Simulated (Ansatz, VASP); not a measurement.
Zr2HS4: VASP beside Ansatz

Contents of INCAR:

```
SYSTEM = Zr2HS4
ALGO     = Normal         ! electronic algorithm
DIPOL    = 0.5 0.5 0.274
EDIFF    = 1E-6           ! SCF threshold, eV
ENCUT    = 400            ! plane-wave cutoff, eV
GGA      = PE             ! functional
GGA_COMPAT= .False.      
IDIPOL   = 3            
ISIF     = 2              ! what is computed and relaxed
ISMEAR   = 0              ! smearing method
IVDW     = 12             ! dispersion correction
LASPH    = .True.         ! aspherical terms in the spheres
LCHARG   = .False.        ! write CHGCAR
LDIPOL   = .True.       
LREAL    = .False.        ! projectors in reciprocal space
LWAVE    = .False.        ! write WAVECAR
NBANDS   = 62             ! bands
NELM     = 120            ! most SCF steps
NELMDL   = -8           
PREC     = Accurate       ! precision mode
SIGMA    = 0.05           ! smearing width, eV
```

The input KPOINTS:

```
k-points
0
Gamma
  6 6 1
  0 0 0
```

Contents of POSCAR:

```
Zr2HS4
1.0
    7.2976778227      0.0000000000      0.0000000000
   -3.6488389114      6.3199743831      0.0000000000
    0.0000000000      0.0000000000     20.9171506047
S Zr H
8 4 2
Direct
    0.3333333333      0.1666666667      0.1912306354
    0.3333333333      0.6666666667      0.1912306354
    0.8333333333      0.1666666667      0.1912306354
    0.8333333333      0.6666666667      0.1912306354
    0.1666666667      0.3333333333      0.3306927762
    0.1666666667      0.8333333333      0.3306927762
    0.6666666667      0.3333333333      0.3306927762
    0.6666666667      0.8333333333      0.3306927762
    0.0000000000      0.0000000000      0.2609617058
    0.0000000000      0.5000000000      0.2609617058
    0.5000000000      0.0000000000      0.2609617058
    0.5000000000      0.5000000000      0.2609617058
    0.3909545371      0.7819090743      0.3522062227
    0.4423787962      0.8847575924      0.3522062227
```

Input for Ansatz:

```yaml
crystal:
  lattice:
    - [7.2976778227, 0.0, 0.0]
    - [-3.6488389114, 6.3199743831, 0.0]
    - [0.0, 0.0, 20.9171506047]
  atoms:
    - { symbol: S, position: [0.3333333333, 0.1666666667, 0.1912306354] }
    - { symbol: S, position: [0.3333333333, 0.6666666667, 0.1912306354] }
    - { symbol: S, position: [0.8333333333, 0.1666666667, 0.1912306354] }
    - { symbol: S, position: [0.8333333333, 0.6666666667, 0.1912306354] }
    - { symbol: Zr, position: [0.0, 0.0, 0.2609617058] }
    - { symbol: Zr, position: [0.0, 0.5, 0.2609617058] }
    - { symbol: Zr, position: [0.5, 0.0, 0.2609617058] }
    - { symbol: Zr, position: [0.5, 0.5, 0.2609617058] }
    - { symbol: S, position: [0.1666666667, 0.3333333333, 0.3306927762] }
    - { symbol: S, position: [0.1666666667, 0.8333333333, 0.3306927762] }
    - { symbol: S, position: [0.6666666667, 0.3333333333, 0.3306927762] }
    - { symbol: S, position: [0.6666666667, 0.8333333333, 0.3306927762] }
    - { symbol: H, position: [0.3909545371, 0.7819090743, 0.3522062227] }
    - { symbol: H, position: [0.4423787962, 0.8847575924, 0.3522062227] }
basis:
  ecutwfc: 420
kpoints:
  mp_grid: { grid: [6, 6, 1] }
hamiltonian:
  xc: pbe
  pseudopotentials: { kind: paw, azcp: { folder: soft_1 } }
  dispersion: d3bj
scf:
  occupations: { method: gaussian, width: 0.05 }
output:
  forces: true
  eigenvalues: true
efield:
  axis: 3
  dipole_correction: true
  ramp_width: 0.04
```

Alike in both runs: task single point; functional PBE; dispersion D3(BJ); k mesh 6 × 6 × 1; occupations gaussian, width 0.05 eV; no spin polarisation.

|  | VASP | Ansatz |
| --- | --- | --- |
| version | VASP 6.6.1 | Ansatz 0.2.0 |
| potentials or method | VASP PAW PBE potentials, release 64 (S, Zr_sv, H), cutoff 400 eV | scalar-relativistic, plane waves, PAW |
| valence electrons in the cell | 98 | 98 |

|  | VASP | Ansatz | Ansatz less VASP |
| --- | --- | --- | --- |
| gap on the k mesh at the Fermi level (eV) | 0.43 | 0.43 | +0.005 |
| least direct gap on the mesh (eV) | 0.75 | 0.75 | +0.001 |
| rms of the force components (eV/Å) | 1.500 | 1.493 | -0.0072 |
